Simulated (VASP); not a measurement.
# CdSe (F-43m) in VASP: single point with PBEsol

Aim: the single point of CdSe with PBEsol.

All numbers are computed with VASP 6.6.1; they aren't measurements. Logs are shortened: lines on timing, memory, paths and dates and some standing lists are left out, and cuts for length are marked.

## 1. The cell of the first run

Symmetry: F-43m, No. 216, cubic system. Conventional cell: a = 6.141 Å, b = 6.141 Å, c = 6.141 Å, α = 90.00°, β = 90.00°, γ = 90.00°. Within 3.5 Å of Cd (site symmetry -43m) lie 4 Se at 2.66 Å. Se (site symmetry -43m) has 4 Cd at 2.66 Å within 3.5 Å.

## 2. Single point, PBEsol

INCAR reads:

```
SYSTEM = CdSe
PREC = Accurate
ENCUT = 500
EDIFF = 1E-6
ISMEAR = 0
SIGMA = 0.01
LREAL = .FALSE.
LASPH = .TRUE.
NELM = 120
ALGO = Normal
ISIF = 2
LWAVE = .FALSE.
LCHARG = .FALSE.
GGA = PS
NBANDS = 16
GGA_COMPAT = .FALSE.
```

KPOINTS reads:

```
Automatic mesh
0
G
  4 4 4
  0 0 0
```

POSCAR reads:

```
CdSe
1.0
    4.3420190000      0.0000000000      0.0000000000
    2.1710095000      3.7602987577      0.0000000000
    2.1710095000      1.2534329192      3.5452436678
Cd Se
1 1
Direct
    0.0000000000      0.0000000000      0.0000000000
    0.7500000000      0.7500000000      0.7500000000
```

Potentials or basis: VASP PAW PBE potentials, release 64 (Cd, Se).

On the command line:

```
$ cat potpaw_PBE.64/Cd/POTCAR potpaw_PBE.64/Se/POTCAR > POTCAR
$ mpirun -np 1 vasp_std > vasp.out
```

OUTCAR:

```text
SYSTEM = CdSe
   PREC = Accurate
   ENCUT = 500
   EDIFF = 1E-6
   ISMEAR = 0
   LREAL = .FALSE.
   LASPH = .TRUE.
   NELM = 120
   ISIF = 2
   GGA = PS

 ion  position               nearest neighbor table
   1  0.000  0.000  0.000-   2 2.66   2 2.66   2 2.66   2 2.66
   2  0.750  0.750  0.750-   1 2.66   1 2.66   1 2.66   1 2.66

  LATTYP: Found a face centered cubic cell.
 ALAT       =     6.1405421579

  Lattice vectors:

 A1 = (   4.3420190000,   0.0000000000,   0.0000000000)
 A2 = (   2.1710095000,   3.7602987577,   0.0000000000)
 A3 = (   2.1710095000,   1.2534329192,   3.5452436678)

Analysis of symmetry for initial positions (statically):
=====================================================================
 Subroutine PRICEL returns:
 Original cell was already a primitive cell.

 Routine SETGRP: Setting up the symmetry group for a
 face centered cubic supercell.

 Subroutine GETGRP returns: Found 24 space group operations
 (whereof 24 operations were pure point group operations)
 out of a pool of 48 trial point group operations.

The static configuration has the point symmetry T_d .

Analysis of symmetry for dynamics (positions and initial velocities):
=====================================================================
 Subroutine PRICEL returns:
 Original cell was already a primitive cell.

 Routine SETGRP: Setting up the symmetry group for a
 face centered cubic supercell.

 Subroutine GETGRP returns: Found 24 space group operations
 (whereof 24 operations were pure point group operations)
 out of a pool of 48 trial point group operations.

The dynamic configuration has the point symmetry T_d .

 Subroutine INISYM returns: Found 24 space group operations
 (whereof 24 operations are pure point group operations),
 and found     1 'primitive' translations

----------------------------------------------------------------------------------------

                                     Primitive cell

  volume of cell :      57.8842

  direct lattice vectors                    reciprocal lattice vectors
     4.342019000  0.000000000  0.000000000     0.230307606 -0.132968158 -0.094022686
     2.171009500  3.760298758  0.000000000     0.000000000  0.265936316 -0.094022686
     2.171009500  1.253432919  3.545243668     0.000000000  0.000000000  0.282068059

  length of vectors
     4.342019000  4.342019000  4.342019000     0.282068059  0.282068059  0.282068059

[... 62 lines left out ...]
   NELM   =    120;   NELMIN=  2; NELMDL= -5     # of ELM steps
   EDIFF  = 0.1E-05   stopping-criterion for ELM
   LREAL  =      F    real-space projection
   EDIFFG = 0.1E-04   stopping-criterion for IOM
   NSW    =      0    number of steps for IOM
   IBRION =     -1    ionic relax: 0-MD 1-quasi-New 2-CG
   NFREE  =      0    steps in history (QN), initial steepest desc. (CG)
   ISIF   =      2    stress and relaxation
   ISYM   =      2    0-nonsym 1-usesym 2-fastsym
   POTIM  = 0.5000    time-step for ionic-motion
   TEBEG  =    0.0;   TEEND  =   0.0 temperature during run
   PSTRESS=    0.0 pullay stress
   NELECT =      18.0000    total number of electrons
   NUPDOWN=      -1.0000    fix difference up-down
   EMIN   =  10.00;   EMAX   =-10.00  energy-range for DOS
   EFERMI =   0.00;   METHOD = LEGACY
   ISMEAR =     0;   SIGMA  =   0.01  broadening in eV -4-tet -1-fermi 0-gaus
   EFERMI_NEDOS =   21; number of points for ismear=-14 and -15
   IALGO  =     38    algorithm
   IMIX   =      4    mixing-type and parameters
     AMIX     =   0.40;   BMIX     =  1.00
     AMIX_MAG =   1.60;   BMIX_MAG =  1.00
  volume/ion in A,a.u.               =      28.94       195.31
  Fermi-wavevector in a.u.,A,eV,Ry     =   1.109121  2.095935 16.737200  1.230149
  Thomas-Fermi vector in A             =   2.245657
   LORBIT       =      0    0 simple, 1 ext, 2 COOP (PROOUT), +10 PAW based schemes
   GGA     = PS    functional components
   LHFCALC =     F    Hartree Fock is set to
   AEXX    =    0.0000 exact exchange contribution
   IVDW    =     0    specifies the selected vdW correction
   LEPSILON=     F    determine dielectric tensor
   LRPA    =     F    only Hartree local field effects (RPA)
 non-spin polarized calculation
 Gauss-broadening in eV      SIGMA  =   0.01
  energy-cutoff  :      500.00
  volume of cell :       57.88
 maximum number of plane-waves:      1480
   NGX = 15   NGY = 15   NGZ = 15

 number of electron      18.0000008 magnetization

 Free energy of the ion-electron system (eV)
  ---------------------------------------------------
  ext. energy  EPLUGINS =         0.00000000
  ---------------------------------------------------
  free energy    TOTEN  =        -6.12189753 eV

  energy without entropy =       -6.12189753  energy(sigma->0) =       -6.12189753

 E-fermi :   0.6787     XC(G=0):  -8.9573

 val. band max:        0.6195815641   @ k =   0.0000   0.0000   0.0000
 cond. band min:       1.0287135718   @ k =   0.0000   0.0000   0.0000
 fundamental gap:      0.4091320077
 Fermi energy:         0.6786956548

 k-point     1 :       0.0000    0.0000    0.0000
  band No.  band energies     occupation
      1     -11.8410      2.00000
      2      -7.2293      2.00000
      3      -7.2293      2.00000
      4      -7.2293      2.00000
      5      -6.8812      2.00000
      6      -6.8812      2.00000
[... 129 lines left out ...]
      3      -7.0513      2.00000
      4      -6.9133      2.00000
      5      -6.8764      2.00000
      6      -6.4295      2.00000
[... 8 lines left out ...]
     15      13.0338      0.00000
     16      13.5085      0.00000

------------------------ aborting loop because EDIFF is reached ----------------------------------------

  FORCE on cell =-STRESS in cart. coord.  units (eV):
  Direction    XX          YY          ZZ          XY          YZ          ZX
  --------------------------------------------------------------------------------------
  -------------------------------------------------------------------------------------
  Total       -0.3336194     -0.3336194     -0.3336194     -0.0000000      0.0000000      0.0000000
  in kB       -9.2342519     -9.2342519     -9.2342519     -0.0000000      0.0000000      0.0000000
  external PRESSURE =      -9.2342519 kB  Pullay stress =       0.0000000 kB

 VOLUME and BASIS-vectors are now :
 -----------------------------------------------------------------------------
  energy-cutoff  :      500.00
  volume of cell :       57.88
      direct lattice vectors                 reciprocal lattice vectors
     4.342019000  0.000000000  0.000000000     0.230307606 -0.132968158 -0.094022686
     2.171009500  3.760298758  0.000000000     0.000000000  0.265936316 -0.094022686
     2.171009500  1.253432919  3.545243668     0.000000000  0.000000000  0.282068059

 POSITION                                       TOTAL-FORCE (eV/Angst)
 -----------------------------------------------------------------------------------
      0.00000      0.00000      0.00000        -0.000000      0.000000     -0.000000
      6.51303      3.76030      2.65893         0.000000     -0.000000      0.000000
 -----------------------------------------------------------------------------------
    total drift:                               -0.000000     -0.000000     -0.000000

  FREE ENERGIE OF THE ION-ELECTRON SYSTEM (eV)
  ---------------------------------------------------
  free  energy   TOTEN  =        -6.1218975289 eV

  energy  without entropy=       -6.1218975289  energy(sigma->0) =       -6.12189753
```

OSZICAR:

```text
N       E                     dE             d eps       ncg     rms          rms(c)
DAV:   1     0.103528675020E+03    0.10353E+03   -0.86888E+03   256   0.983E+02
DAV:   2    -0.233581112430E+01   -0.10586E+03   -0.99950E+02   304   0.240E+02
DAV:   3    -0.650495379720E+01   -0.41691E+01   -0.41604E+01   328   0.495E+01
DAV:   4    -0.652225443622E+01   -0.17301E-01   -0.17300E-01   296   0.328E+00
DAV:   5    -0.652236101677E+01   -0.10658E-03   -0.10658E-03   336   0.219E-01    0.563E+00
DAV:   6    -0.614792244203E+01    0.37444E+00   -0.59057E-01   352   0.966E+00    0.460E+00
DAV:   7    -0.612303533060E+01    0.24887E-01   -0.13150E-01   304   0.248E+00    0.211E+00
DAV:   8    -0.612188755286E+01    0.11478E-02   -0.13678E-02   288   0.139E+00    0.215E-01
DAV:   9    -0.612183541986E+01    0.52133E-04   -0.14109E-03   320   0.489E-01    0.464E-02
DAV:  10    -0.612186672182E+01   -0.31302E-04   -0.15439E-04   312   0.157E-01    0.407E-02
DAV:  11    -0.612189793645E+01   -0.31215E-04   -0.51489E-05   312   0.508E-02    0.161E-02
DAV:  12    -0.612189752890E+01    0.40755E-06   -0.12615E-06   264   0.140E-02
   1 F= -.61218975E+01 E0= -.61218975E+01  d E =-.176197E-18
```

Run time: 9.3 s. Hardware: 1 thread of Intel Xeon 6975P-C, shared host; peak memory 0.17 GiB.

Results:

| Quantity | Value |
| --- | --- |
| Free energy | -6.1219 eV |
| Pressure | -0.9 GPa |
| Band gap on the k mesh | 0.41 eV, direct |

Caveat: the k points lie up to 0.44 Å⁻¹ apart; the PAW data sets were made with another functional, which shifts forces and pressure a little. As with any semilocal functional, this PBEsol gap is likely too small.
